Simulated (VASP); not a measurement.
Write the native input for VASP 6.6.1 that does the following.

```yaml
Task: single point
Functional: r2SCAN
Potentials_or_basis: VASP PAW PBE potentials, release 64 (Ti_sv, O)
Cutoff: 520 eV
k_mesh: 18 × 18 × 14
Occupations: gaussian, width 0.1 eV
Spin: no spin polarisation
Dipole_correction: no
Further_INCAR_settings: ALGO = Normal; EDIFF = 1e-07; NBANDS = 16
```

Crystal: TiO.

```
Ti O
1.0
     2.86229    0.00000    0.00000
    -1.43115    2.47882    0.00000
     0.00000    0.00000    2.86637
Ti O
1 1
Direct
  0.66667 0.33333 0.00000
  0.00000 0.00000 0.50000
```

One way to write it, as run:

POSCAR

```
TiO
1.0
    2.8622921536      0.0000000000      0.0000000000
   -1.4311460768      2.4788177181      0.0000000000
    0.0000000000      0.0000000000      2.8663705563
Ti O
1 1
Direct
    0.6666666667      0.3333333333      0.0000000000
    0.0000000000      0.0000000000      0.5000000000
```

INCAR.step1

```
PREC     = Accurate       # precision mode
ENCUT    = 520            # plane-wave cutoff, eV
ISMEAR   = 0              # smearing method
SIGMA    = 0.1            # smearing width, eV
LREAL    = False          # projectors in reciprocal space
LASPH    = True           # aspherical terms in the spheres
NELM     = 60             # most SCF steps
NBANDS   = 16             # bands
GGA      = PE             # functional
ALGO     = Normal         # electronic algorithm
EDIFF    = 1E-4           # SCF threshold, eV
LWAVE    = True           # write WAVECAR
LCHARG   = False          # write CHGCAR
```

INCAR.step2

```
PREC     = Accurate       # precision mode
ENCUT    = 520            # plane-wave cutoff, eV
EDIFF    = 1E-7           # SCF threshold, eV
ISMEAR   = 0              # smearing method
SIGMA    = 0.1            # smearing width, eV
LREAL    = False          # projectors in reciprocal space
LASPH    = True           # aspherical terms in the spheres
NELM     = 60             # most SCF steps
ALGO     = Normal         # electronic algorithm
ISIF     = 2              # what is computed and relaxed
LWAVE    = False          # write WAVECAR
LCHARG   = False          # write CHGCAR
METAGGA  = R2SCAN         # meta-GGA
LMIXTAU  = True         
NBANDS   = 16             # bands
ISTART   = 1
```

KPOINTS

```
regular mesh
0
Gamma
  18 18 14
```

Potentials or basis: VASP PAW PBE potentials, release 64 (Ti_sv, O).

Command:

```console
$ cat potpaw_PBE.64/Ti_sv/POTCAR potpaw_PBE.64/O/POTCAR > POTCAR
$ cp INCAR.step1 INCAR
$ mpirun -np 1 vasp_std > vasp.out
$ cp INCAR.step2 INCAR
$ mpirun -np 1 vasp_std > vasp.out
```

It gave:

* Pressure: -11.6 GPa
* Band gap on the k mesh: zero (bands 9 and 10 overlap by 0.03 eV)

Caveat: the cell stands under tension; the PAW data sets were made with another functional, which shifts forces and pressure a little; semilocal functionals often make such compounds metallic where correlation or magnetic order opens a gap, which also shifts bond lengths.

Run time: 3.7 min on 1 thread of Intel(R) Xeon(R) Platinum 8375C CPU @ 2.90GHz (Ice Lake), with other jobs on the host, peak memory 0.22 GiB.
